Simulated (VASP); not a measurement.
Input of a VASP 6.6.1 run:

Contents of INCAR:

```
SYSTEM = BAs
PREC     = Accurate       ! precision mode
ENCUT    = 520            ! plane-wave cutoff, eV
EDIFF    = 1E-6           ! SCF threshold, eV
ISMEAR   = 0              ! smearing method
SIGMA    = 0.1            ! smearing width, eV
LREAL    = .False.        ! projectors in reciprocal space
LASPH    = .True.         ! aspherical terms in the spheres
NELM     = 100            ! most SCF steps
ALGO     = Normal         ! electronic algorithm
ISIF     = 2              ! what is computed and relaxed
LWAVE    = .False.        ! write WAVECAR
LCHARG   = .True.         ! write CHGCAR
GGA      = PE             ! functional
LELF     = .True.         ! ELF
LVHAR    = .True.       
NBANDS   = 11             ! bands
```

The input KPOINTS:

```
regular mesh
0
Gamma
  6 6 6
  0 0 0
```

File POSCAR:

```
BAs
1.0
    2.9480918498      0.0000000000      0.0000000000
    0.0000000000      2.9480918498      0.0000000000
    0.0000000000      0.0000000000      2.9480918498
B As
1 1
Direct
    0.5000000000      0.5000000000      0.5000000000
    0.0000000000      0.0000000000      0.0000000000
```

Potentials or basis: VASP PAW PBE potentials, release 64 (B, As).

The run is started by

```console
$ cat potpaw_PBE.64/B/POTCAR potpaw_PBE.64/As/POTCAR > POTCAR
$ mpirun -np 1 vasp_std > vasp.out
```

What does it give for the band gap on the k mesh?

Zero (band 4 reaches 9.82 eV, above the bottom of band 5 at 4.41 eV).

What does it give for the pressure?

-0.2 GPa.
